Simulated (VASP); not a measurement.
Input of a VASP 6.6.1 run:

The input INCAR:

```
SYSTEM = BP
PREC = Accurate
ENCUT = 500
EDIFF = 1E-6
ISMEAR = 0
SIGMA = 0.01
LREAL = .False.
LASPH = .True.
NELM = 120
ALGO = Normal
ISIF = 2
LWAVE = .False.
LCHARG = .False.
GGA = PE
NBANDS = 11
GGA_COMPAT = .False.
```

KPOINTS

```
regular mesh
0
Gamma
  10 10 10
  0 0 0
```

The input POSCAR:

```
BP
1.0
    0.0000000000      2.1049605360      2.1049605360
    2.1049605360      0.0000000000      2.1049605360
    2.1049605360      2.1049605360      0.0000000000
B P
1 1
Direct
    0.0000000000      0.0000000000      0.0000000000
    0.2500000000      0.2500000000      0.2500000000
```

Potentials or basis: VASP PAW PBE potentials, release 64 (B, P).

Run with:

```sh
$ cat potpaw_PBE.64/B/POTCAR potpaw_PBE.64/P/POTCAR > POTCAR
$ mpirun -np 1 vasp_std > vasp.out
```

Question: Predict the band gap on the k mesh.

Answer: 0.84 eV, indirect (least direct gap 3.87 eV).

Question: Predict the pressure.

Answer: 57.4 GPa.

 A k mesh can miss the band edges.
